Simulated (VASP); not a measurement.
Runs of VASP 6.6.1 on Al2Ru. The structure is orthorhombic, space group Fddd (No. 70). Conventional cell: a = 4.705 Å, b = 7.980 Å, c = 8.783 Å, α = 90.00°, β = 90.00°, γ = 90.00°. Within 3.4 Å of Al (site symmetry 2) lie 5 Ru at 2.57 to 2.72 Å and 9 Al at 2.60 to 3.19 Å. Within 3.4 Å of Ru (site symmetry 222) lie 10 Al at 2.57 to 2.72 Å and 4 Ru at 3.19 Å. 

| k mesh | gap on the mesh (eV) | pressure (GPa) | largest force (eV/Å) |
| --- | --- | --- | --- |
| 2 × 2 × 2 | (c) | 0.2 | 0.02 |
| 6 × 6 × 6 | 0.08 | -0.4 | (b) |
| 4 × 4 × 4 | 0.16 | -0.4 | 0.02 |
| 1 × 1 × 1 | 1.09 | (a) | 0.51 |
| 4 × 4 × 4, shifted | 0.83 | -0.4 | 0.02 |

Alike in all rows: task single point; level PBEsol; potentials or basis VASP PAW PBE potentials, release 64 (Al, Ru_pv); no spin polarisation; cell as given; cutoff (eV) 520; smearing gaussian 0.01 eV.

Q: Estimate the missing entries.

A: (a) 1.9; (b) 0.01; (c) 0.31.

Caveats: some runs use coarse meshes; the PAW data sets were made with another functional, which shifts forces and pressure a little.

A k mesh can miss the band edges, and the runs leave out spin-orbit coupling on Ru.
